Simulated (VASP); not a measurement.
Crystal: HfB5.

```
Hf B
1.0
     4.47421    0.00000    0.00000
    -2.23710    3.87478    0.00000
     0.00000    0.00000    3.64592
Hf B
1 5
Direct
  0.00000 0.00000 0.00000
  0.33333 0.66667 0.00000
  0.66667 0.33333 0.00000
  0.50000 0.00000 0.50000
  0.50000 0.50000 0.50000
  0.00000 0.50000 0.50000
```

| Quantity | Value |
| --- | --- |
| Program | VASP 6.6.1 |
| Task | relaxation of cell and atoms |
| Functional | PBE |
| Potentials or basis | VASP PAW PBE potentials, release 64 (Hf_pv, B) |
| Cutoff | 600 eV |
| k mesh | 6 × 6 × 6 |
| Occupations | gaussian, width 0.1 eV |
| Spin | no spin polarisation |

At the start: pressure -36.6 GPa; volume 10.53 Å³/atom.

**Question.** Where does the relaxation end?

**Answer.** Over 7 steps the energy falls by 569.4 meV/atom and the volume is 7.94 Å³/atom (-24.6 %); space group P6/mmm (No. 191, to 0.05 Å).

Step by step:
```
step  energy change (eV)  largest force (eV/Å)  pressure (GPa)  volume (Å³)
   1              0.0000                0.0000          -36.57        63.21
   2             -2.7480                0.0000           24.89        43.55
   3             -2.8745                0.0000            7.22        46.18
   4             -3.2797                0.0000           15.39        45.12
   5             -3.3288                0.0000           12.82        45.38
   6             -3.3853                0.0000           -6.61        49.08
   7             -3.4165                0.0000            0.05        47.64
```

Final structure:
```
Hf B
1.0
     4.32427    0.00000    0.00000
    -2.16213    3.74493    0.00000
     0.00000    0.00000    2.94182
Hf B
1 5
Direct
  0.00000 0.00000 0.00000
  0.33333 0.66667 0.00000
  0.66667 0.33333 0.00000
  0.50000 0.00000 0.50000
  0.50000 0.50000 0.50000
  0.00000 0.50000 0.50000
```

Caveat: the volume moved by over 15 % at a fixed basis, so the end points are rough.
